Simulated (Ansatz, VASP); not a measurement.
**Al2BAs2: VASP beside Ansatz**

INCAR

```
SYSTEM = Al2BAs2
  ALGO = Normal
  EDIFF = 1E-6
  ENCUT = 520
  GGA = PE
  ISIF = 2
  ISMEAR = 0
  LASPH = .True.
  LCHARG = .False.
  LREAL = .False.
  LWAVE = .False.
  NBANDS = 18
  NELM = 60
  PREC = Accurate
  SIGMA = 0.1
```

KPOINTS

```
k-points
0
Gamma
  6 6 6
  0 0 0
```

File POSCAR:

```
Al2BAs2
1.0
   -1.9676439700      1.9676439700      4.8041022900
    1.9676439700     -1.9676439700      4.8041022900
    1.9676439700      1.9676439700     -4.8041022900
Al B As
2 1 2
Direct
    0.2500000000      0.7500000000      0.5000000000
    0.7500000000      0.2500000000      0.5000000000
    0.0000000000      0.0000000000      0.0000000000
    0.6381608800      0.6381608800      0.0000000000
    0.3618391200      0.3618391200      0.0000000000
```

Input for Ansatz:

```yaml
crystal:
  lattice:
    - [-1.96764397, 1.96764397, 4.80410229]
    - [1.96764397, -1.96764397, 4.80410229]
    - [1.96764397, 1.96764397, -4.80410229]
  atoms:
    - { symbol: Al, position: [0.25, 0.75, 0.5] }
    - { symbol: Al, position: [0.75, 0.25, 0.5] }
    - { symbol: B, position: [0.0, 0.0, 0.0] }
    - { symbol: As, position: [0.63816088, 0.63816088, 0.0] }
    - { symbol: As, position: [0.36183912, 0.36183912, 0.0] }
basis:
  ecutwfc: 420
kpoints:
  mp_grid: { grid: [6, 6, 6] }
hamiltonian:
  xc: pbe
scf:
  occupations: { method: gaussian, width: 0.1 }
  lower_state_search: "off"
output:
  forces: true
  stress: true
  eigenvalues: true
```

Change from the starting cell: species swapped into the LaNi2As2 type (I4/mmm, No. 139).

Alike in both runs: task single point; functional PBE; k mesh 6 × 6 × 6; occupations gaussian, width 0.1 eV; no spin polarisation.

|  | VASP | Ansatz |
| --- | --- | --- |
| version | VASP 6.6.1 | Ansatz 0.2.0 |
| potentials or method | VASP PAW PBE potentials, release 64 (Al, B, As), cutoff 520 eV | scalar-relativistic, plane waves, PAW |
| valence electrons in the cell | 19 | 39 |

```csv
,VASP,Ansatz,Ansatz less VASP
gap on the k mesh at the Fermi level (eV),none,none,-
rms of the force components (eV/Å),1.724,1.691,-0.0324
```

Atom by atom the forces differ by 0.032 eV/Å (rms over components). A gap of «none» marks a metal or a gap that the smearing closes. VASP's potentials hold 19 valence electrons a cell and Ansatz's 39, so a difference there can come from the potentials and not from the codes.

The k mesh is coarse, so the values compare programs but aren't converged.
